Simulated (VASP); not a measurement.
# ZnS (F-43m) in VASP: a series of runs, part 2 of 2

VASP 6.6.1.

### 5 Single point, PBE

This run uses another cell than the first one, of 19.73 Å³/atom, 0.962 times its volume.

Contents of INCAR:

```
PREC = Accurate ; ENCUT = 520
EDIFF = 1E-7 ; ISMEAR = 0
SIGMA = 0.028999999999999998 ; LREAL = False
LASPH = True ; NELM = 100
ALGO = Normal ; ISIF = 2
LWAVE = False ; LCHARG = False
GGA = PE ; NBANDS = 16
```

Contents of KPOINTS:

```
regular mesh
0
Gamma
  9 9 9
```

Contents of POSCAR:

```
ZnS
1.0
    0.0000000000      2.7020000000      2.7020000000
    2.7020000000      0.0000000000      2.7020000000
    2.7020000000      2.7020000000      0.0000000000
Zn S
1 1
Direct
    0.7500000000      0.7500000000      0.7500000000
    0.0000000000      0.0000000000      0.0000000000
```

Potentials or basis: VASP PAW PBE potentials, release 64 (Zn, S).

Started as:

```console
$ cat potpaw_PBE.64/Zn/POTCAR potpaw_PBE.64/S/POTCAR > POTCAR
$ mpirun -np 1 vasp_std > vasp.out
```

OUTCAR:

```text
PREC = Accurate
   ENCUT = 520
   EDIFF = 1E-7
   ISMEAR = 0
   LREAL = False
   LASPH = True
   NELM = 100
   ISIF = 2
   GGA = PE

 ion  position               nearest neighbor table
   1  0.750  0.750  0.750-   2 2.34   2 2.34   2 2.34   2 2.34
   2  0.000  0.000  0.000-   1 2.34   1 2.34   1 2.34   1 2.34

  LATTYP: Found a face centered cubic cell.
 ALAT       =     5.4040000000

  Lattice vectors:

 A1 = (   0.0000000000,   2.7020000000,   2.7020000000)
 A2 = (   2.7020000000,   0.0000000000,   2.7020000000)
[... 625 lines left out ...]
      4      -3.9030      2.00000
      5      -3.6606      2.00000
      6      -3.5769      2.00000
[... 8 lines left out ...]
     15      15.7283      0.00000
     16      17.1418      0.00000

 [... further k-points ...]
[... 5 lines left out ...]
  --------------------------------------------------------------------------------------
  -------------------------------------------------------------------------------------
  Total        0.4339526      0.4339526      0.4339526      0.0000000     -0.0000000      0.0000000
  in kB       17.6224739     17.6224739     17.6224739      0.0000000     -0.0000000      0.0000000
  external PRESSURE =      17.6224739 kB  Pullay stress =       0.0000000 kB

 VOLUME and BASIS-vectors are now :
 -----------------------------------------------------------------------------
  energy-cutoff  :      520.00
  volume of cell :       39.45
      direct lattice vectors                 reciprocal lattice vectors
     0.000000000  2.702000000  2.702000000    -0.185048113  0.185048113  0.185048113
     2.702000000  0.000000000  2.702000000     0.185048113 -0.185048113  0.185048113
     2.702000000  2.702000000  0.000000000     0.185048113  0.185048113 -0.185048113

 POSITION                                       TOTAL-FORCE (eV/Angst)
 -----------------------------------------------------------------------------------
      4.05300      4.05300      4.05300         0.000000      0.000000     -0.000000
      0.00000      0.00000      0.00000        -0.000000     -0.000000      0.000000
 -----------------------------------------------------------------------------------
    total drift:                                0.000001      0.000001      0.000001

  FREE ENERGIE OF THE ION-ELECTRON SYSTEM (eV)
  ---------------------------------------------------
  free  energy   TOTEN  =        -6.8472577336 eV

  energy  without entropy=       -6.8472577336  energy(sigma->0) =       -6.84725773
```

OSZICAR:

```text
N       E                     dE             d eps       ncg     rms          rms(c)
DAV:   1     0.826249554401E+02    0.82625E+02   -0.85437E+03  1120   0.132E+03
DAV:   2    -0.208092788839E+01   -0.84706E+02   -0.78983E+02  1296   0.260E+02
DAV:   3    -0.722457432660E+01   -0.51436E+01   -0.51217E+01  1400   0.597E+01
DAV:   4    -0.727398642089E+01   -0.49412E-01   -0.49402E-01  1392   0.619E+00
DAV:   5    -0.727450629165E+01   -0.51987E-03   -0.51986E-03  1432   0.598E-01    0.686E+00
DAV:   6    -0.686772598941E+01    0.40678E+00   -0.73469E-01  1672   0.300E+01    0.537E+00
DAV:   7    -0.684757181992E+01    0.20154E-01   -0.25179E-01  1352   0.451E+00    0.273E+00
DAV:   8    -0.684684950678E+01    0.72231E-03   -0.50933E-03  1464   0.858E-01    0.719E-01
DAV:   9    -0.684709556387E+01   -0.24606E-03   -0.12499E-03  1376   0.282E-01    0.974E-02
DAV:  10    -0.684726616936E+01   -0.17061E-03   -0.23321E-04  1400   0.130E-01    0.502E-02
DAV:  11    -0.684725708168E+01    0.90877E-05   -0.32993E-05  1296   0.717E-02    0.774E-03
DAV:  12    -0.684725757633E+01   -0.49465E-06   -0.38829E-06  1576   0.198E-02    0.473E-03
DAV:  13    -0.684725774196E+01   -0.16563E-06   -0.77512E-07  1384   0.694E-03    0.279E-03
DAV:  14    -0.684725773357E+01    0.83933E-08   -0.30281E-08  1032   0.175E-03
   1 F= -.68472577E+01 E0= -.68472577E+01  d E =-.969649E-12
```

Wall time 43 s (1 thread of AMD EPYC 7R13, shared host); peak memory 0.13 GiB.

Results:

```yaml
Free_energy: -6.8473 eV
Pressure: 1.8 GPa
Band_gap_on_the_k_mesh: 2.11 eV, direct
```

Levels at points of the mesh, in eV from the valence-band top:
```csv
k point,band 5,band 6,band 7,band 8,band 9,band 10,band 11,band 12,band 13,band 14
"(0.00, 0.00, 0.00)",-5.84,-5.84,0.00,0.00,0.00,2.11,6.40,6.40,6.40,11.76
```

### 6 The runs side by side

| level | cell | smearing | gap on the mesh (eV) | pressure (GPa) |
| --- | --- | --- | --- | --- |
| PBEsol | a = 3.871 Å, angles 60.0°, 2 atoms | fermi-dirac 0.05 eV | 1.81 | -4.3 |
| PBEsol | a = 3.896 Å, angles 60.0°, 2 atoms | fermi-dirac 0.05 eV | 1.73 | -5.4 |
| PBE | a = 3.821 Å, angles 60.0°, 2 atoms | gaussian 0.011 eV | 2.11 | 1.8 |
| PBE | a = 3.821 Å, angles 60.0°, 2 atoms | gaussian 0.029 eV | 2.11 | 1.8 |

Alike in all rows: task single point; potentials or basis VASP PAW PBE potentials, release 64 (Zn, S); no spin polarisation; k mesh 9 × 9 × 9; cutoff (eV) 520.

Caveats: the PAW data sets were made with another functional, which shifts forces and pressure a little (some runs).

Absolute energies hang on the potentials; compare differences alone.

### 7 Against experiment

Step 4. A measured gap of ZnS is 3.85 eV (direct; 19 K; quoted in “Electronic, vibrational, and thermodynamic properties of ZnS (zincblende and rocksalt structure)”, 2009, arxiv:0911.5022); the calculated 2.11 eV misses it by -1.74 eV. The value is that of PBE, without temperature or zero-point motion. Semilocal functionals fall short of measured gaps as a rule.

Step 5. Against the measured gap of ZnS, 3.85 eV (direct; 19 K; quoted in “Electronic, vibrational, and thermodynamic properties of ZnS (zincblende and rocksalt structure)”, 2009, arxiv:0911.5022), the calculated 2.11 eV is off by -1.74 eV. The value is that of PBE, without temperature or zero-point motion. Semilocal functionals fall short of measured gaps as a rule.
